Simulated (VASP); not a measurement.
The system is Ga2SbP3.

```xyz
6
Lattice="4.5526 0.0000 0.0000 -2.2763 3.9427 0.0000 0.0000 0.0000 8.5084" Properties=species:S:1:pos:R:3 pbc="T T T"
Ga    2.2763    1.3142    2.1107
Ga    2.2763    1.3142    6.3977
Sb    0.0000    0.0000    0.0000
P     0.0000    0.0000    4.2542
P     0.0000    2.6284    0.0000
P     0.0000    2.6284    4.2542
```

| Property | Result |
| --- | --- |
| Program | VASP 6.6.1 |
| Task | relaxation of cell and atoms |
| Functional | PBEsol |
| Potentials or basis | VASP PAW PBE potentials, release 64 (Ga_d, Sb, P) |
| Cutoff | 600 eV |
| k mesh | 6 × 6 × 4 |
| Occupations | fermi-dirac, width 0.03 eV |
| Spin | no spin polarisation |

At the start: pressure -6.2 GPa; volume 25.45 Å³/atom.

Question: Where does the relaxation end?

Answer: Over 44 steps the energy falls by 265.3 meV/atom and the volume is 17.95 Å³/atom (-29.5 %); space group P-6m2 (No. 187, to 0.1 Å) before and after.

The path:
| step | energy change (eV) | largest force (eV/Å) | pressure (GPa) | volume (Å³) |
| --- | --- | --- | --- | --- |
| 1 | 0.0000 | 0.2871 | -6.21 | 152.72 |
| 3 | -0.4745 | 0.4139 | -0.34 | 131.78 |
| 5 | -0.9283 | 0.4837 | 1.13 | 115.17 |
| 7 | -0.9176 | 0.5743 | 2.49 | 111.70 |
| 9 | -1.0248 | 0.2780 | 10.20 | 98.71 |
| 11 | -1.0491 | 0.3851 | 7.97 | 101.42 |
| 13 | -1.1958 | 0.0476 | 8.17 | 100.44 |
| 15 | -1.2378 | 0.2658 | 8.57 | 99.37 |
| 17 | -1.4747 | 0.1591 | 1.18 | 107.34 |
| 19 | -1.4801 | 0.1432 | -0.17 | 109.03 |
| 21 | -1.4824 | 0.0971 | -0.12 | 108.97 |
| 23 | -1.4891 | 0.0952 | -0.05 | 108.67 |
| 25 | -1.4899 | 0.1719 | 0.01 | 108.53 |
| 27 | -1.4914 | 0.1871 | 0.02 | 108.50 |
| 29 | -1.4994 | 0.2577 | -0.02 | 108.33 |
| 31 | -1.5303 | 0.5431 | 0.19 | 107.59 |
| 33 | -1.5392 | 0.5281 | 0.14 | 107.62 |
| 35 | -1.5473 | 0.5202 | 0.13 | 107.62 |
| 37 | -1.5857 | 0.2081 | -0.40 | 108.21 |
| 39 | -1.5903 | 0.0351 | -0.59 | 108.46 |
| 41 | -1.5918 | 0.0056 | -0.13 | 107.86 |
| 43 | -1.5919 | 0.0115 | -0.03 | 107.69 |
| 44 | -1.5919 | 0.0067 | -0.01 | 107.68 |

Final structure:
```cif
data_structure
_symmetry_space_group_name_H-M 'P 1'
_symmetry_Int_Tables_number 1
_cell_length_a 4.7487
_cell_length_b 4.7487
_cell_length_c 5.5137
_cell_angle_alpha 90.000
_cell_angle_beta 90.000
_cell_angle_gamma 120.000
_cell_volume 107.68
loop_
_atom_site_label
_atom_site_type_symbol
_atom_site_fract_x
_atom_site_fract_y
_atom_site_fract_z
_atom_site_occupancy
Ga1 Ga 0.66667 0.33333 0.26321 1
Ga2 Ga 0.66667 0.33333 0.73679 1
Sb1 Sb 0.00000 0.00000 0.00000 1
P1 P 0.00000 0.00000 0.50000 1
P2 P 0.33333 0.66667 0.00000 1
P3 P 0.33333 0.66667 0.50000 1
```

Caveat: the volume moved by over 15 % at a fixed basis, so the end points are rough; the PAW data sets were made with another functional, which shifts forces and pressure a little.
